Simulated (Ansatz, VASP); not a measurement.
One calculation of Os, two programs

```
Os
1.0
     2.47227    0.00000    0.00000
     0.00000    2.47227    0.00000
     0.00000    0.00000    2.47227
Os
1
Cartesian
  0.0000 0.0000 0.0000
```

Alike in both runs: task relaxation of cell and atoms; functional r2SCAN; k mesh 13 × 13 × 13; occupations fermi-dirac, width 0.1 eV; no spin polarisation.

```csv
,VASP,Ansatz
version,VASP 6.6.1,Ansatz 0.2.0
potentials or method,"VASP PAW PBE potentials, release 64 (Os), cutoff 600 eV","plane waves (500 eV) with PAW, scalar-relativistic"
valence electrons in the cell,8,16
```

Ansatz gave:

| Property | Result |
| --- | --- |
| relaxed volume (Å³/atom) | 16.38 |
| relaxed length of the cell vector where the two differ most in proportion (Å) | 2.539 |

Problem. Estimate VASP's values.

Solution. Relaxed volume (Å³/atom): 16.40; relaxed length of the cell vector where the two differ most in proportion (Å): 2.541.

VASP's potentials were made for PBE, not for r2SCAN. VASP's potentials hold 8 valence electrons a cell and Ansatz's 16, so a difference there can come from the potentials and not from the codes.

Neither program's run includes spin-orbit coupling.
